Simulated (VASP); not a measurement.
# AlN: single point with PBE

AlN:

```
Al N
1.0
     4.40252    0.00000    0.00000
     0.00000   -4.40252    0.00000
     0.00000    0.00000   -4.40252
Al N
4 4
Direct
  0.89881 0.00000 0.89881
  0.50000 0.50000 0.00000
  0.50000 0.00000 0.50000
  0.00000 0.50000 0.50000
  0.75000 0.75000 0.75000
  0.25000 0.25000 0.75000
  0.25000 0.75000 0.25000
  0.75000 0.25000 0.25000
```

This cell differs from its parent crystal: atom 1 (Al) moved by -0.630 Å along [1 1 0] and +0.000 Å along [0 0 1].

```json
{
  "Program": "VASP 6.6.1",
  "Task": "single point",
  "Functional": "PBE",
  "Potentials or basis": "VASP PAW PBE potentials, release 64 (Al, N)",
  "Cutoff": "520 eV",
  "k mesh": "6 × 6 × 6",
  "Occupations": "gaussian, width 0.05 eV",
  "Spin": "no spin polarisation"
}
```

```yaml
Pressure: 15.2 GPa
Largest_force: 23.009 eV/Å
Band_gap_on_the_k_mesh: 0.15 eV, indirect (least direct gap 0.27 eV)
```

Forces in eV/Å, atoms in the order of the input:
```
Al   12.763 -14.269 -12.763
Al   -1.868  -0.207  -1.377
Al   -2.561   0.279   2.561
Al    1.377  -0.207   1.868
N    -8.543  13.458   8.543
N    -0.804   0.385   0.292
N    -0.071   0.178   0.071
N    -0.292   0.385   0.804
```

Stress tensor (GPa, compression positive):
```
  7.75 -15.12 -12.39
-15.12  30.04  15.12
-12.39  15.12   7.75
```

Levels at points of the mesh, in eV from the valence-band top:
```csv
k point,band 12,band 13,band 14,band 15,band 16,band 17,band 18,band 19,band 20,band 21
"(0.00, 0.00, 0.00)",-2.42,-2.37,-0.93,-0.80,-0.12,0.15,2.55,2.61,3.92,6.71
"(0.50, 0.00, 0.00)",-2.93,-2.82,-2.51,-1.35,-0.75,2.89,4.80,5.19,6.16,7.88
"(0.00, 0.50, 0.00)",-2.55,-1.96,-1.89,-1.66,-1.21,2.36,4.84,5.18,6.25,8.05
"(0.50, 0.50, 0.00)",-2.67,-2.40,-2.07,-1.04,-0.32,4.24,6.44,6.72,7.02,7.22
"(0.50, 0.00, 0.50)",-2.20,-1.97,-1.62,-1.01,-1.00,4.55,6.46,6.68,7.15,7.33
"(0.50, 0.50, 0.50)",-1.92,-1.10,-0.86,-0.86,0.00,4.76,5.37,5.86,6.18,6.74
```

Wall time 66 s on 1 thread of Intel(R) Xeon(R) 6975P-C (Granite Rapids), on a shared host, peak memory 0.26 GiB.

Caveat: the cell differs from its parent crystal (atom 1 (Al) moved by -0.630 Å along [1 1 0] and +0.000 Å along [0 0 1]); forces of over 1 eV/Å act on the atoms, so gaps and moduli don't describe the material at rest. A k mesh can miss the band edges.
